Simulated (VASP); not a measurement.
**HfO2: single point with PBE**

The system is HfO2.

```xyz
12
Lattice="5.1180 0.0000 0.0000 0.0000 5.1857 0.0000 -0.8587 0.0000 5.2139" Properties=species:S:1:pos:R:3 pbc="T T T"
Hf    1.2314    0.2059    1.0845
Hf    3.4573    2.7987    1.5224
Hf    3.0279    4.9798    4.1294
Hf    0.8021    2.3870    3.6914
O     1.8842    3.9313    2.5032
O     2.8045    1.3384    0.1038
O     2.3751    1.2544    2.7107
O     1.4549    3.8473    5.1101
O     0.0821    1.7196    1.8076
O     4.6066    4.3124    0.7993
O     4.1773    3.4661    3.4062
O    -0.3473    0.8733    4.4146
```

```yaml
Program: VASP 6.6.1
Task: single point
Functional: PBE
Potentials_or_basis: VASP PAW PBE potentials, release 64 (Hf_pv, O)
Cutoff: 520 eV
k_mesh: 6 × 6 × 6
Occupations: gaussian, width 0.01 eV
Spin: no spin polarisation
```

```yaml
Pressure: 2.7 GPa
Largest_force: 0.458 eV/Å
Band_gap_on_the_k_mesh: 4.11 eV (least direct gap 4.20 eV)
```

Forces on the atoms (eV/Å):
```
Hf   0.159  0.018  0.030
Hf  -0.159  0.018 -0.030
Hf  -0.159 -0.018 -0.030
Hf   0.159 -0.018  0.030
O   -0.114 -0.032 -0.079
O    0.114 -0.032  0.079
O    0.114  0.032  0.079
O   -0.114  0.032 -0.079
O   -0.404  0.180 -0.118
O    0.404  0.180  0.118
O    0.404 -0.180  0.118
O   -0.404 -0.180 -0.118
```

Stress tensor (GPa, compression positive):
```
2.70 0.00 0.27
0.00 1.98 0.00
0.27 0.00 3.30
```

Levels at points of the mesh, in eV from the valence-band top:
| k point | band 40 | band 41 | band 42 | band 43 | band 44 | band 45 | band 46 | band 47 | band 48 | band 49 |
| --- | --- | --- | --- | --- | --- | --- | --- | --- | --- | --- |
| (0.00, 0.00, 0.00) | -0.98 | -0.54 | -0.52 | -0.17 | 0.00 | 4.54 | 5.10 | 5.28 | 5.50 | 5.67 |
| (0.50, 0.00, 0.00) | -0.85 | -0.69 | -0.56 | -0.49 | -0.09 | 4.11 | 5.16 | 5.24 | 5.28 | 5.84 |
| (0.00, 0.50, 0.00) | -1.07 | -0.79 | -0.79 | -0.42 | -0.42 | 5.10 | 5.10 | 5.58 | 5.58 | 5.93 |
| (0.50, 0.50, 0.00) | -1.37 | -0.89 | -0.89 | -0.58 | -0.58 | 4.83 | 4.83 | 5.28 | 5.28 | 6.05 |
| (0.00, 0.00, 0.50) | -1.01 | -0.81 | -0.81 | -0.49 | -0.49 | 4.79 | 4.79 | 5.23 | 5.23 | 6.16 |
| (0.50, 0.00, 0.50) | -1.27 | -0.96 | -0.96 | -0.50 | -0.50 | 4.43 | 4.43 | 5.55 | 5.55 | 5.74 |
| (0.00, 0.50, 0.50) | -0.95 | -0.91 | -0.91 | -0.62 | -0.62 | 4.98 | 4.98 | 5.13 | 5.13 | 5.92 |
| (0.50, 0.50, 0.50) | -1.20 | -1.03 | -1.03 | -0.74 | -0.74 | 4.60 | 4.60 | 5.30 | 5.30 | 5.68 |

It took 25 min on 1 thread of Intel Xeon 8259CL (shared host), peak memory 0.54 GiB.

Caveat: spin-orbit coupling is left out, which moves the levels of the heavy elements. A k mesh can miss the band edges.
